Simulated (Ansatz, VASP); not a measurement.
## CdH2: VASP beside Ansatz

```
CELL_PARAMETERS angstrom
1.58518 0.91520 5.38548
-1.58518 0.91520 5.38548
0.00000 -1.83040 5.38548
ATOMIC_POSITIONS crystal
Cd 0.00000 0.00000 0.00000
H 0.27076 0.27076 0.27076
H 0.72924 0.72924 0.72924
```

Change from the starting cell: ordered vacancies on the cation sites of rock salt (R-3m, No. 166).

Alike in both runs: functional PBE; k mesh 6 × 6 × 6; occupations gaussian, width 0.1 eV; no spin polarisation.

Ansatz relaxed the structure, and its values are those at the end. VASP's run is a single point on that final structure, the one shown.

```csv
,VASP,Ansatz
version,VASP 6.6.1,Ansatz 0.2.0
potentials or method,"VASP PAW PBE potentials, release 64 (Cd, H), cutoff 520 eV","scalar-relativistic, plane waves, PAW"
valence electrons in the cell,14,22
```

```tsv
	VASP	Ansatz	Ansatz less VASP
gap on the k mesh at the Fermi level (eV)	1.97	1.96	-0.006
least direct gap on the mesh (eV)	2.94	2.93	-0.008
pressure (GPa)	0.3	0.1	-0.19
rms of the force components (eV/Å)	0.017	0.005	-0.0115
```

VASP's potentials hold 14 valence electrons a cell and Ansatz's 22, so a difference there can come from the potentials and not from the codes.
